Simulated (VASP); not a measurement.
A run of VASP 6.6.1 is set up as follows.

File INCAR:

```
SYSTEM = Si2Mo
PREC = Accurate
ENCUT = 520
EDIFF = 1E-6
ISMEAR = 0
SIGMA = 0.1
LREAL = .FALSE.
LASPH = .TRUE.
NELM = 60
ALGO = Normal
ISIF = 2
LWAVE = .FALSE.
LCHARG = .TRUE.
GGA = PS
LELF = .TRUE.
LVHAR = .TRUE.
NBANDS = 18
```

KPOINTS

```
Automatic mesh
0
G
  18 18 18
  0 0 0
```

POSCAR

```
Si2Mo
1.0
   -1.5777757631      1.5777757631      3.8768167060
    1.5777757631     -1.5777757631      3.8768167060
    1.5777757631      1.5777757631     -3.8768167060
Si Mo
2 1
Direct
    0.3346646335      0.3346646335      0.0000000000
    0.6653353665      0.6653353665      0.0000000000
    0.0000000000      0.0000000000      0.0000000000
```

Potentials or basis: VASP PAW PBE potentials, release 64 (Si, Mo_sv).

Command:

```console
$ cat potpaw_PBE.64/Si/POTCAR potpaw_PBE.64/Mo_sv/POTCAR > POTCAR
$ mpirun -np 1 vasp_std > vasp.out
```

(1) Estimate the largest force.

(2) Estimate the band gap on the k mesh.

Answers

(1) 0.012 eV/Å.

(2) zero (bands 11 and 12 overlap by 0.97 eV).

Caveat: the PAW data sets were made with another functional, which shifts forces and pressure a little.
